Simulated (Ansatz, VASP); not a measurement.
Zn in VASP and in Ansatz

```
Zn
1.0
     2.71706    0.00000    0.00000
    -1.35853    2.35304    0.00000
     0.00000    0.00000    5.04372
Zn
2
Direct
  0.33333 0.66667 0.25000
  0.66667 0.33333 0.75000
```

Change from the starting cell: volume scaled by 1.06.

Alike in both runs: task single point; functional PBEsol; k mesh 16 × 16 × 8; occupations fermi-dirac, width 0.03 eV; no spin polarisation.

|  | VASP | Ansatz |
| --- | --- | --- |
| version | VASP 6.6.1 | Ansatz 0.2.0 |
| potentials or method | VASP PAW PBE potentials, release 64 (Zn), cutoff 520 eV | all-electron LAPW, scalar-relativistic |

|  | VASP | Ansatz | Ansatz less VASP |
| --- | --- | --- | --- |
| pressure (GPa) | -8.3 | -8.5 | -0.27 |
| traceless stress, the component that is largest in VASP (GPa) | 1.16 | 1.26 | +0.105 |

VASP's potentials were made for PBE, not for PBEsol. Ansatz ran all-electron here, and VASP with PAW potentials.
